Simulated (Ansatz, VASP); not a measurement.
## One calculation of Ag, two programs

POSCAR

```
Ag
1.0
    2.8920660600      0.0000000000      0.0000000000
   -1.4460330300      2.5046001500      0.0000000000
    0.0000000000      0.0000000000     10.0203245100
Ag
4
Direct
    0.3333000000      0.6667000000      0.2500000000
    0.6666000000      0.3333000000      0.7500000000
    0.0000000000      0.0000000000      0.0000000000
    0.0000000000      0.0000000000      0.5000000000
```

INCAR.step1

```
PREC = Accurate ; ENCUT = 520
ISMEAR = 0 ; SIGMA = 0.035
LREAL = F ; LASPH = T
NELM = 100 ; NBANDS = 30
GGA = PE ; ALGO = Normal
EDIFF = 1E-4 ; LWAVE = T
LCHARG = F
```

The input INCAR.step2:

```
PREC = Accurate ; ENCUT = 520
EDIFF = 1E-6 ; ISMEAR = 0
SIGMA = 0.035 ; LREAL = F
LASPH = T ; NELM = 100
ALGO = Normal ; ISIF = 2
LWAVE = F ; LCHARG = T
METAGGA = R2SCAN ; LMIXTAU = T
LELF = T ; LVHAR = T
NBANDS = 30 ; ISTART = 1
```

File KPOINTS:

```
regular mesh
0
Gamma
  7 7 2
```

Input for Ansatz:

```yaml
crystal:
  lattice:
    - [2.89206606, 0.0, 0.0]
    - [-1.44603303, 2.50460015, 0.0]
    - [0.0, 0.0, 10.02032451]
  atoms:
    - { symbol: Ag, position: [0.3333, 0.6667, 0.25] }
    - { symbol: Ag, position: [0.6666, 0.3333, 0.75] }
    - { symbol: Ag, position: [0.0, 0.0, 0.0] }
    - { symbol: Ag, position: [0.0, 0.0, 0.5] }
  symmetry: { tolerance: 0.0003 }
kpoints:
  mp_grid: { grid: [7, 7, 2], shift: [0, 0, 0] }
magnetization:
  spin_polarized: false
scf:
  occupations: { method: gaussian, width: 0.035 }
hamiltonian:
  pseudopotentials: { kind: paw }
  xc: r2scan
basis:
  ecutwfc: 500
output:
  forces: true
  stress: true
  eigenvalues: true
```

Alike in both runs: task single point; functional r2SCAN; k mesh 7 × 7 × 2; occupations gaussian, width 0.035 eV; no spin polarisation.

|  | VASP | Ansatz |
| --- | --- | --- |
| version | VASP 6.6.1 | Ansatz 0.2.0 |
| potentials or method | VASP PAW PBE potentials, release 64 (Ag), cutoff 520 eV | PAW plane waves |
| valence electrons in the cell | 44 | 76 |

```csv
,VASP,Ansatz,Ansatz less VASP
gap on the k mesh at the Fermi level (eV),none,none,-
pressure (GPa),-3.8,-3.9,-0.07
"traceless stress, the component that is largest in VASP (GPa)",-3.52,-3.47,+0.043
```

VASP's potentials were made for PBE, not for r2SCAN. A gap of «none» marks a metal or a gap that the smearing closes. VASP's potentials hold 44 valence electrons a cell and Ansatz's 76, so a difference there can come from the potentials and not from the codes. Ansatz's warnings: structure snapped to symmetry.
